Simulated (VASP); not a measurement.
Set up this calculation in VASP 6.6.1, as the native input.

```
Task                   : relaxation of cell and atoms
Functional             : PBE
Potentials or basis    : VASP PAW PBE potentials, release 64 (Ga_d, Sn_d, O)
Cutoff                 : 600 eV
k mesh                 : 6 × 6 × 2
Occupations            : gaussian, width 0.1 eV
Spin                   : no spin polarisation
Dipole correction      : no
Further INCAR settings : ALGO = Normal; EDIFF = 1e-07; IBRION = 2; EDIFFG = -0.04; NSW = 90; ISIF = 3
```

The structure of Ga2SnO2 lies in POSCAR:

```
Ga2SnO2
1.0
    3.6004720600      0.0000000000      0.0000000000
   -1.8002360300      3.1181002700      0.0000000000
    0.0000000000      0.0000000000     13.2908765200
Ga Sn O
4 2 4
Direct
    0.6666666700      0.3333333300      0.4032764400
    0.6666666700      0.3333333300      0.0967235600
    0.3333333300      0.6666666700      0.9032764400
    0.3333333300      0.6666666700      0.5967235600
    0.0000000000      0.0000000000      0.7500000000
    0.0000000000      0.0000000000      0.2500000000
    0.6666666700      0.3333333300      0.5596874400
    0.6666666700      0.3333333300      0.9403125600
    0.3333333300      0.6666666700      0.4403125600
    0.3333333300      0.6666666700      0.0596874400
```

The cell was built from a structure type or drawn by symmetry, and may not be a known phase.

One way to write it, as run:

INCAR

```
PREC = Accurate
ENCUT = 600
EDIFF = 1E-7
ISMEAR = 0
SIGMA = 0.1
LREAL = False
LASPH = True
NELM = 60
ALGO = Normal
ISIF = 3
LWAVE = False
LCHARG = False
GGA = PE
IBRION = 2
NSW = 90
EDIFFG = -0.04
```

KPOINTS

```
regular mesh
0
Gamma
  6 6 2
```

Potentials or basis: VASP PAW PBE potentials, release 64 (Ga_d, Sn_d, O).

Command:

```console
$ cat potpaw_PBE.64/Ga_d/POTCAR potpaw_PBE.64/Sn_d/POTCAR potpaw_PBE.64/O/POTCAR > POTCAR
$ mpirun -np 1 vasp_std > vasp.out
```

Results of the run:

| Quantity | Value |
| --- | --- |
| Relaxed volume | 15.57 Å³/atom |
| Relaxed cell | a = 3.202 Å, b = 3.202 Å, c = 17.535 Å, α = 90.00°, β = 90.00°, γ = 120.00° |
| Space group after relaxing (to 0.1 Å) | P6_3/mmc (No. 194) |
| Energy gained by relaxing | 166.0 meV/atom |
| Ionic steps | 19 |
| Pressure after relaxing | 0.2 GPa |
| Largest force after relaxing | 0.037 eV/Å |
| Band gap on the k mesh | zero (bands 52 and 53 overlap by 0.34 eV) |

Caveat: a cell axis changed by over 15 % at a fixed basis, so the end point is rough; spin-orbit coupling is left out, which moves the levels of the heavy elements.

Wall time 46 min on 1 thread of Intel(R) Xeon(R) Platinum 8488C (Sapphire Rapids), on a shared host, peak memory 0.4 GiB.
